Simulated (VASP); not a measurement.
## K: relaxation of cell and atoms with revPBE

Crystal: K.

```
K
1.0
    -2.61250    2.61250    2.61250
     2.61250   -2.61250    2.61250
     2.61250    2.61250   -2.61250
K
1
Direct
  0.00000 0.00000 0.00000
```

```yaml
Program: VASP 6.6.1
Task: relaxation of cell and atoms
Functional: revPBE
Potentials_or_basis: VASP PAW PBE potentials, release 64 (K_sv)
Cutoff: 500 eV
k_mesh: 7 × 7 × 7
Occupations: gaussian, width 0.02 eV
Spin: no spin polarisation
Dipole_correction: no
Further_INCAR_settings: ALGO = Normal; EDIFF = 1e-07; IBRION = 2; EDIFFG = -0.01; NSW = 80; ISIF = 3
```

```yaml
Relaxed_volume: 79.25 Å³/atom
Relaxed_cell: a = 4.687 Å, b = 4.687 Å, c = 4.687 Å, α = 109.47°, β = 109.47°, γ = 109.47°
Space_group_after_relaxing_to_0.05_Å: Im-3m (No. 229)
Energy_gained_by_relaxing: 9.2 meV/atom
Ionic_steps: 4
Pressure_after_relaxing: 0.0 GPa
```

Step by step:
```csv
step,energy change (eV),largest force (eV/Å),pressure (GPa),volume (Å³)
1,0.0000,0.0000,0.40,71.32
2,-0.0040,0.0000,0.29,73.19
3,-0.0091,0.0000,0.03,78.62
4,-0.0092,0.0000,0.00,79.25
```

Final structure:
```xyz
1
Lattice="-2.7059 2.7059 2.7059 2.7059 -2.7059 2.7059 2.7059 2.7059 -2.7059" Properties=species:S:1:pos:R:3 pbc="T T T"
K     0.0000    0.0000    0.0000
```

Levels at points of the mesh, in eV from the Fermi level:
```
           k point  band 1  band 2  band 3  band 4  band 5  band 6  band 7  band 8
(0.00, 0.00, 0.00)  -32.21  -15.63  -15.63  -15.63   -1.98    4.33    4.33    4.33
```

Run time: 27 s on 1 thread of Intel(R) Xeon(R) 6975P-C (Granite Rapids) (shared host), peak memory 0.2 GiB.

Caveat: the PAW data sets were made with another functional, which shifts forces and pressure a little; the volume moved by +11 % from the deposited cell, more than functionals usually miss. revPBE gives volumes clearly too large for solids.
